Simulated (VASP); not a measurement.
# PbF2 (R-3m) in VASP: further runs

PbF2 is run at these levels: PBE, r2SCAN; tasks: single point.

Everything below comes from runs of VASP 6.6.1. Logs are shortened: lines on timing, memory, paths and dates and some standing lists are left out, and cuts for length are marked.

### Step 1. The cell of the first run

The typed cell holds 3 atoms: a = 4.300 Å, b = 4.300 Å, c = 4.300 Å, α = 59.97°, β = 59.97°, γ = 59.97°.

### Step 2. Single point, PBE (18.73 Å³/atom)

INCAR

```
SYSTEM = PbF2
ALGO = Normal ; EDIFF = 1E-6
ENCUT = 520 ; GGA = PE
ISIF = 2 ; ISMEAR = 0
LASPH = .TRUE. ; LCHARG = .FALSE.
LREAL = .FALSE. ; LWAVE = .FALSE.
NBANDS = 21 ; NELM = 60
PREC = Accurate ; SIGMA = 0.05
```

KPOINTS

```
k-points
0
G
  10 10 10
  0 0 0
```

POSCAR

```
PbF2
1.0
    2.1489963928      1.2407236458      3.5116354992
   -2.1489963928      1.2407236458      3.5116354992
    0.0000000000     -2.4814472917      3.5116354992
Pb F
1 2
Direct
    0.0000000000      0.0000000000      0.0000000000
    0.2499510902      0.2499510902      0.2499510902
    0.7500489098      0.7500489098      0.7500489098
```

Potentials or basis: VASP PAW PBE potentials, release 64 (Pb_d, F).

Started as:

```
$ cat potpaw_PBE.64/Pb_d/POTCAR potpaw_PBE.64/F/POTCAR > POTCAR
$ mpirun -np 1 vasp_std > vasp.out
```

OUTCAR:

```text
SYSTEM = PbF2
   EDIFF = 1E-6
   ENCUT = 520
   GGA = PE
   ISIF = 2
   ISMEAR = 0
   LASPH = .TRUE.
   LREAL = .FALSE.
   NELM = 60
   PREC = Accurate

 ion  position               nearest neighbor table
   1  0.000  0.000  0.000-   3 2.63   2 2.63   3 2.63   3 2.63   2 2.63   2 2.63   3 2.63   2 2.63

   2  0.250  0.250  0.250-   1 2.63   1 2.63   1 2.63   1 2.63
   3  0.750  0.750  0.750-   1 2.63   1 2.63   1 2.63   1 2.63

  LATTYP: Found a trigonal (rhomboedric) cell.
 ALAT       =     4.2999028525
 COS(alpha) =     0.5004441130

  Lattice vectors:

 A1 = (   2.1489963928,   1.2407236458,   3.5116354992)
 A2 = (  -2.1489963928,   1.2407236458,   3.5116354992)
 A3 = (   0.0000000000,  -2.4814472917,   3.5116354992)

Analysis of symmetry for initial positions (statically):
=====================================================================
 Subroutine PRICEL returns:
 Original cell was already a primitive cell.

 Routine SETGRP: Setting up the symmetry group for a
 trigonal (rhombohedral) supercell.

 Subroutine GETGRP returns: Found 12 space group operations
 (whereof 12 operations were pure point group operations)
 out of a pool of 12 trial point group operations.

The static configuration has the point symmetry D_3d.

Analysis of symmetry for dynamics (positions and initial velocities):
=====================================================================
 Subroutine PRICEL returns:
 Original cell was already a primitive cell.

 Routine SETGRP: Setting up the symmetry group for a
 trigonal (rhombohedral) supercell.

 Subroutine GETGRP returns: Found 12 space group operations
 (whereof 12 operations were pure point group operations)
 out of a pool of 12 trial point group operations.

The dynamic configuration has the point symmetry D_3d.

 Subroutine INISYM returns: Found 12 space group operations
 (whereof 12 operations are pure point group operations),
 and found     1 'primitive' translations

----------------------------------------------------------------------------------------

                                     Primitive cell

  volume of cell :      56.1787

  direct lattice vectors                    reciprocal lattice vectors
[... 83 lines left out ...]
   ISPIN  =      1    spin polarized calculation?
   LNONCOLLINEAR =      F non collinear calculations
   LSORBIT =      F    spin-orbit coupling
   LASPH  =      T    aspherical Exc in radial PAW
   ENCUT  =  520.0 eV  38.22 Ry    6.18 a.u.   7.99  7.99  7.99*2*pi/ulx,y,z
   NELM   =     60;   NELMIN=  2; NELMDL= -5     # of ELM steps
   EDIFF  = 0.1E-05   stopping-criterion for ELM
   LREAL  =      F    real-space projection
   EDIFFG = 0.1E-04   stopping-criterion for IOM
   NSW    =      0    number of steps for IOM
   IBRION =     -1    ionic relax: 0-MD 1-quasi-New 2-CG
   NFREE  =      0    steps in history (QN), initial steepest desc. (CG)
   ISIF   =      2    stress and relaxation
   ISYM   =      2    0-nonsym 1-usesym 2-fastsym
   POTIM  = 0.5000    time-step for ionic-motion
   TEBEG  =    0.0;   TEEND  =   0.0 temperature during run
   PSTRESS=    0.0 pullay stress
   NELECT =      28.0000    total number of electrons
   NUPDOWN=      -1.0000    fix difference up-down
   EMIN   =  10.00;   EMAX   =-10.00  energy-range for DOS
   EFERMI =   0.00;   METHOD = LEGACY
   ISMEAR =     0;   SIGMA  =   0.05  broadening in eV -4-tet -1-fermi 0-gaus
   EFERMI_NEDOS =   21; number of points for ismear=-14 and -15
   IALGO  =     38    algorithm
   IMIX   =      4    mixing-type and parameters
     AMIX     =   0.40;   BMIX     =  1.00
     AMIX_MAG =   1.60;   BMIX_MAG =  1.00
  volume/ion in A,a.u.               =      18.73       126.37
  Fermi-wavevector in a.u.,A,eV,Ry     =   1.297987  2.452840 22.922693  1.684770
  Thomas-Fermi vector in A             =   2.429344
   LORBIT       =      0    0 simple, 1 ext, 2 COOP (PROOUT), +10 PAW based schemes
   GGA     = PE    functional components
   LHFCALC =     F    Hartree Fock is set to
   AEXX    =    0.0000 exact exchange contribution
   IVDW    =     0    specifies the selected vdW correction
   LEPSILON=     F    determine dielectric tensor
   LRPA    =     F    only Hartree local field effects (RPA)
 non-spin polarized calculation
 Gauss-broadening in eV      SIGMA  =   0.05
  energy-cutoff  :      520.00
  volume of cell :       56.18
 maximum number of plane-waves:      1524
   NGX = 15   NGY = 15   NGZ = 15

 number of electron      28.0000019 magnetization

 Free energy of the ion-electron system (eV)
  ---------------------------------------------------
  ext. energy  EPLUGINS =         0.00000000
  ---------------------------------------------------
  free energy    TOTEN  =       -14.33542616 eV

  energy without entropy =      -14.33542616  energy(sigma->0) =      -14.33542616

 E-fermi :   1.2358     XC(G=0):  -9.0329

 val. band max:        1.0191327675   @ k =   0.5000   0.5000   0.5000
 cond. band min:       5.4134634249   @ k =   0.5000   0.5000   0.0000
 fundamental gap:      4.3943306574
 Fermi energy:         1.2358396760

 k-point     1 :       0.0000    0.0000    0.0000
  band No.  band energies     occupation
      1     -19.5136      2.00000
      2     -19.0158      2.00000
      3     -13.3821      2.00000
      4     -13.3820      2.00000
      5     -13.3820      2.00000
      6     -13.3529      2.00000
[... 565 lines left out ...]
     20      16.7121      0.00000
     21      17.8155      0.00000

 [... further k-points ...]

------------------------ aborting loop because EDIFF is reached ----------------------------------------

  FORCE on cell =-STRESS in cart. coord.  units (eV):
  Direction    XX          YY          ZZ          XY          YZ          ZX
  --------------------------------------------------------------------------------------
  -------------------------------------------------------------------------------------
  Total       -0.9007581     -0.9007581     -0.9080032      0.0000000      0.0000000     -0.0000000
  in kB      -25.6890091    -25.6890091    -25.8956329      0.0000000      0.0000000     -0.0000000
  external PRESSURE =     -25.7578837 kB  Pullay stress =       0.0000000 kB

 VOLUME and BASIS-vectors are now :
 -----------------------------------------------------------------------------
  energy-cutoff  :      520.00
  volume of cell :       56.18
      direct lattice vectors                 reciprocal lattice vectors
     2.148996393  1.240723646  3.511635499     0.232666747  0.134330209  0.094922532
    -2.148996393  1.240723646  3.511635499    -0.232666747  0.134330209  0.094922532
     0.000000000 -2.481447292  3.511635499     0.000000000 -0.268660418  0.094922532

 POSITION                                       TOTAL-FORCE (eV/Angst)
 -----------------------------------------------------------------------------------
      0.00000      0.00000      0.00000         0.000000     -0.000000      0.000000
      0.00000     -0.00000      2.63321        -0.000000     -0.000000      0.000789
      0.00000     -0.00000      7.90170        -0.000000      0.000000     -0.000789
 -----------------------------------------------------------------------------------
    total drift:                               -0.000000     -0.000000      0.000000

  FREE ENERGIE OF THE ION-ELECTRON SYSTEM (eV)
  ---------------------------------------------------
  free  energy   TOTEN  =       -14.3354261616 eV

  energy  without entropy=      -14.3354261616  energy(sigma->0) =      -14.33542616
```

stdout:

```text
POSCAR found type information on POSCAR PbF
 POSCAR found :  2 types and       3 ions
 scaLAPACK will be used
 LDA part: xc-table for (Slater+PW92), standard interpolation
 POSCAR, INCAR and KPOINTS ok, starting setup
 FFT: planning ... GRIDC
 FFT: planning ... GRID_SOFT
 FFT: planning ... GRID
 WAVECAR not read
 entering main loop
```

Wall time 73 s (1 thread of Oxide Virtual Turin-like, shared host); peak memory 0.23 GiB.

Results:

| Property | Result |
| --- | --- |
| Free energy | -14.3354 eV |
| Pressure | -2.6 GPa |
| Band gap on the k mesh | 4.39 eV (least direct gap 4.55 eV) |

Levels at points of the mesh, in eV from the valence-band top:
```tsv
k point	band 12	band 13	band 14	band 15	band 16	band 17
(0.00, 0.00, 0.00)	-1.55	-1.55	-1.55	6.65	6.66	6.66
(0.50, 0.00, 0.00)	-1.72	-1.72	0.00	5.00	7.40	7.40
(0.50, 0.50, 0.00)	-1.18	-1.16	-0.15	4.39	7.59	7.60
(0.50, 0.50, 0.50)	-1.71	-1.71	0.00	5.00	7.40	7.40
```

Caveat: spin-orbit coupling is left out, which moves the levels of the heavy elements.

### Step 3. Single point, PBE (19.27 Å³/atom)

This run uses another cell than the first one, of 19.27 Å³/atom.

INCAR

```
PREC = Accurate
ENCUT = 520
EDIFF = 1E-6
ISMEAR = 0
SIGMA = 0.05
LREAL = False
LASPH = True
NELM = 100
ALGO = Normal
ISIF = 2
LWAVE = False
LCHARG = False
GGA = PE
NBANDS = 21
```

KPOINTS

```
regular mesh
0
Gamma
  10 10 10
```

POSCAR

```
PbF2
1.0
    2.1694642569      1.2525407727      3.5450816598
   -2.1694642569      1.2525407727      3.5450816598
    0.0000000000     -2.5050815455      3.5450816597
Pb F
1 2
Direct
    0.0000000000      0.0000000000      0.0000000000
    0.2499510902      0.2499510902      0.2499510902
    0.7500489098      0.7500489098      0.7500489098
```

Potentials or basis: VASP PAW PBE potentials, release 64 (Pb_d, F).

Started as:

```
$ cat potpaw_PBE.64/Pb_d/POTCAR potpaw_PBE.64/F/POTCAR > POTCAR
$ mpirun -np 1 vasp_std > vasp.out
```

It took 95 s on 1 thread of Oxide Virtual Turin-like, shared host; peak memory 0.22 GiB.

The run converged. Its results:

```
Free energy            : -14.3045 eV
Pressure               : -4.0 GPa
Band gap on the k mesh : 4.37 eV (least direct gap 4.53 eV)
```

Levels at points of the mesh, in eV from the valence-band top:
| k point | band 11 | band 12 | band 13 | band 14 | band 15 | band 16 | band 17 | band 18 |
| --- | --- | --- | --- | --- | --- | --- | --- | --- |
| (0.00, 0.00, 0.00) | -1.88 | -1.41 | -1.41 | -1.41 | 6.58 | 6.59 | 6.59 | 10.30 |
| (0.50, 0.00, 0.00) | -2.02 | -1.58 | -1.58 | 0.00 | 4.97 | 7.28 | 7.28 | 12.99 |
| (0.50, 0.50, 0.00) | -1.06 | -1.06 | -1.04 | -0.17 | 4.37 | 7.46 | 7.47 | 9.11 |
| (0.50, 0.50, 0.50) | -2.02 | -1.58 | -1.58 | 0.00 | 4.97 | 7.28 | 7.28 | 12.99 |

Caveat: the cell stands under tension; spin-orbit coupling is left out, which moves the levels of the heavy elements. A k mesh can miss the band edges.

### Step 4. Single point, PBE (19.81 Å³/atom)

This run uses another cell than the first one, of 19.81 Å³/atom.

INCAR

```
SYSTEM = PbF2
ALGO = Normal
EDIFF = 1E-6
ENCUT = 520
GGA = PE
ISIF = 2
ISMEAR = 0
LASPH = .TRUE.
LCHARG = .FALSE.
LREAL = .FALSE.
LWAVE = .FALSE.
NBANDS = 21
NELM = 80
PREC = Accurate
SIGMA = 0.05
```

KPOINTS

```
k-points
0
G
  10 10 10
  0 0 0
```

POSCAR

```
PbF2
1.0
    2.1895530319      1.2641390323      3.5779083577
   -2.1895530319      1.2641390323      3.5779083577
    0.0000000000     -2.5282780648      3.5779083576
Pb F
1 2
Direct
    0.0000000000      0.0000000000      0.0000000000
    0.2499510902      0.2499510902      0.2499510902
    0.7500489098      0.7500489098      0.7500489098
```

Potentials or basis: VASP PAW PBE potentials, release 64 (Pb_d, F).

Started as:

```
$ cat potpaw_PBE.64/Pb_d/POTCAR potpaw_PBE.64/F/POTCAR > POTCAR
$ mpirun -np 1 vasp_std > vasp.out
```

OUTCAR:

```text
SYSTEM = PbF2
   EDIFF = 1E-6
   ENCUT = 520
   GGA = PE
   ISIF = 2
   ISMEAR = 0
   LASPH = .TRUE.
   LREAL = .FALSE.
   NELM = 80
   PREC = Accurate

 ion  position               nearest neighbor table
   1  0.000  0.000  0.000-   3 2.68   2 2.68   3 2.68   3 2.68   2 2.68   2 2.68   3 2.68   2 2.68

   2  0.250  0.250  0.250-   1 2.68   1 2.68   1 2.68   1 2.68
   3  0.750  0.750  0.750-   1 2.68   1 2.68   1 2.68   1 2.68

  LATTYP: Found a trigonal (rhomboedric) cell.
 ALAT       =     4.3810521783
 COS(alpha) =     0.5004441130

  Lattice vectors:

 A1 = (   2.1895530319,   1.2641390323,   3.5779083577)
 A2 = (  -2.1895530319,   1.2641390323,   3.5779083577)
 A3 = (   0.0000000000,  -2.5282780648,   3.5779083576)

Analysis of symmetry for initial positions (statically):
=====================================================================
 Subroutine PRICEL returns:
 Original cell was already a primitive cell.

 Routine SETGRP: Setting up the symmetry group for a
 trigonal (rhombohedral) supercell.

 Subroutine GETGRP returns: Found 12 space group operations
 (whereof 12 operations were pure point group operations)
 out of a pool of 12 trial point group operations.

The static configuration has the point symmetry D_3d.

Analysis of symmetry for dynamics (positions and initial velocities):
=====================================================================
 Subroutine PRICEL returns:
 Original cell was already a primitive cell.

 Routine SETGRP: Setting up the symmetry group for a
 trigonal (rhombohedral) supercell.

 Subroutine GETGRP returns: Found 12 space group operations
 (whereof 12 operations were pure point group operations)
 out of a pool of 12 trial point group operations.

The dynamic configuration has the point symmetry D_3d.
[... 115 lines left out ...]
   EFERMI =   0.00;   METHOD = LEGACY
   ISMEAR =     0;   SIGMA  =   0.05  broadening in eV -4-tet -1-fermi 0-gaus
   EFERMI_NEDOS =   21; number of points for ismear=-14 and -15
   IALGO  =     38    algorithm
   IMIX   =      4    mixing-type and parameters
     AMIX     =   0.40;   BMIX     =  1.00
     AMIX_MAG =   1.60;   BMIX_MAG =  1.00
  volume/ion in A,a.u.               =      19.81       133.66
  Fermi-wavevector in a.u.,A,eV,Ry     =   1.273945  2.407406 22.081373  1.622935
  Thomas-Fermi vector in A             =   2.406740
   LORBIT       =      0    0 simple, 1 ext, 2 COOP (PROOUT), +10 PAW based schemes
   GGA     = PE    functional components
   LHFCALC =     F    Hartree Fock is set to
   AEXX    =    0.0000 exact exchange contribution
   IVDW    =     0    specifies the selected vdW correction
   LEPSILON=     F    determine dielectric tensor
   LRPA    =     F    only Hartree local field effects (RPA)
 non-spin polarized calculation
 Gauss-broadening in eV      SIGMA  =   0.05
  energy-cutoff  :      520.00
  volume of cell :       59.42
 maximum number of plane-waves:      1639
 NGX is ok and might be reduce to    36
   NGX = 17   NGY = 17   NGZ = 17

 number of electron      28.0000003 magnetization

 Free energy of the ion-electron system (eV)
  ---------------------------------------------------
  ext. energy  EPLUGINS =         0.00000000
  ---------------------------------------------------
  free energy    TOTEN  =       -14.26006019 eV

  energy without entropy =      -14.26006019  energy(sigma->0) =      -14.26006019

 E-fermi :   0.6929     XC(G=0):  -8.7660

 val. band max:        0.4680963372   @ k =   0.5000   0.5000   0.5000
 cond. band min:       4.8016681321   @ k =   0.5000   0.5000  -0.0000
 fundamental gap:      4.3335717949
 Fermi energy:         0.6928962303

 k-point     1 :       0.0000    0.0000    0.0000
  band No.  band energies     occupation
      1     -19.7278      2.00000
      2     -19.3075      2.00000
      3     -13.9774      2.00000
      4     -13.9773      2.00000
      5     -13.9773      2.00000
      6     -13.9626      2.00000
[... 565 lines left out ...]
     20      15.9727      0.00000
     21      16.9189      0.00000

 [... further k-points ...]

------------------------ aborting loop because EDIFF is reached ----------------------------------------

  FORCE on cell =-STRESS in cart. coord.  units (eV):
  Direction    XX          YY          ZZ          XY          YZ          ZX
  --------------------------------------------------------------------------------------
  -------------------------------------------------------------------------------------
  Total       -1.9423775     -1.9423775     -1.9485470     -0.0000000     -0.0000000      0.0000000
  in kB      -52.3737238    -52.3737238    -52.5400769     -0.0000000     -0.0000000      0.0000000
  external PRESSURE =     -52.4291748 kB  Pullay stress =       0.0000000 kB

 VOLUME and BASIS-vectors are now :
 -----------------------------------------------------------------------------
  energy-cutoff  :      520.00
  volume of cell :       59.42
      direct lattice vectors                 reciprocal lattice vectors
     2.189553032  1.264139032  3.577908358     0.228357109  0.131842038  0.093164302
    -2.189553032  1.264139032  3.577908358    -0.228357109  0.131842038  0.093164302
     0.000000000 -2.528278065  3.577908358     0.000000000 -0.263684077  0.093164302

 POSITION                                       TOTAL-FORCE (eV/Angst)
 -----------------------------------------------------------------------------------
      0.00000      0.00000      0.00000        -0.000000     -0.000000      0.000000
      0.00000     -0.00000      2.68291         0.000000     -0.000000      0.001236
      0.00000     -0.00000      8.05082         0.000000      0.000000     -0.001236
 -----------------------------------------------------------------------------------
    total drift:                               -0.000000     -0.000000      0.000000

  FREE ENERGIE OF THE ION-ELECTRON SYSTEM (eV)
  ---------------------------------------------------
  free  energy   TOTEN  =       -14.2600601889 eV

  energy  without entropy=      -14.2600601889  energy(sigma->0) =      -14.26006019
```

OSZICAR:

```text
N       E                     dE             d eps       ncg     rms          rms(c)
DAV:   1     0.299899467450E+03    0.29990E+03   -0.14421E+04  4897   0.147E+03
DAV:   2     0.121081228250E+02   -0.28779E+03   -0.26973E+03  5281   0.417E+02
DAV:   3    -0.156693028487E+02   -0.27777E+02   -0.27440E+02  5778   0.139E+02
DAV:   4    -0.164775129026E+02   -0.80821E+00   -0.80769E+00  5648   0.255E+01
DAV:   5    -0.165057668851E+02   -0.28254E-01   -0.28251E-01  6213   0.488E+00    0.830E+00
DAV:   6    -0.142999936851E+02    0.22058E+01   -0.10174E+01  6607   0.232E+01    0.303E+00
DAV:   7    -0.142764975277E+02    0.23496E-01   -0.57118E-01  5130   0.430E+00    0.168E+00
DAV:   8    -0.142616234825E+02    0.14874E-01   -0.13221E-01  5262   0.361E+00    0.541E-01
DAV:   9    -0.142588600724E+02    0.27634E-02   -0.23472E-02  5819   0.973E-01    0.126E-01
DAV:  10    -0.142601742190E+02   -0.13141E-02   -0.30653E-03  5050   0.583E-01    0.561E-02
DAV:  11    -0.142600521370E+02    0.12208E-03   -0.47632E-04  6344   0.227E-01    0.199E-02
DAV:  12    -0.142600587600E+02   -0.66230E-05   -0.52373E-05  5577   0.634E-02    0.790E-03
DAV:  13    -0.142600602180E+02   -0.14580E-05   -0.66974E-06  5307   0.259E-02    0.426E-03
DAV:  14    -0.142600601889E+02    0.29037E-07   -0.48587E-07  3951   0.754E-03
   1 F= -.14260060E+02 E0= -.14260060E+02  d E =-.207042E-12
```

stdout:

```text
POSCAR found type information on POSCAR PbF
 POSCAR found :  2 types and       3 ions
 scaLAPACK will be used
 LDA part: xc-table for (Slater+PW92), standard interpolation
 POSCAR, INCAR and KPOINTS ok, starting setup
 FFT: planning ... GRIDC
 FFT: planning ... GRID_SOFT
 FFT: planning ... GRID
 WAVECAR not read
 entering main loop
```

It took 2.1 min on 1 thread of Oxide Virtual Turin-like, shared host; peak memory 0.26 GiB.

What came out:

- Free energy: -14.2601 eV
- Pressure: -5.2 GPa
- Band gap on the k mesh: 4.33 eV (least direct gap 4.51 eV)

Levels at points of the mesh, in eV from the valence-band top:
```csv
k point,band 10,band 11,band 12,band 13,band 14,band 15,band 16,band 17,band 18,band 19
"(0.00, 0.00, 0.00)",-1.75,-1.75,-1.29,-1.29,-1.29,6.51,6.51,6.51,10.19,14.76
"(0.50, 0.00, 0.00)",-1.87,-1.87,-1.46,-1.46,0.00,4.93,7.16,7.16,12.91,13.40
"(0.50, 0.50, 0.00)",-2.60,-0.96,-0.96,-0.94,-0.18,4.33,7.33,7.33,9.12,13.57
"(0.50, 0.50, 0.50)",-1.87,-1.87,-1.46,-1.46,0.00,4.93,7.16,7.16,12.91,13.40
```

Caveat: the cell stands under tension; spin-orbit coupling is left out, which moves the levels of the heavy elements. A k mesh can miss the band edges.

(Part 1 of 2 ends here.)
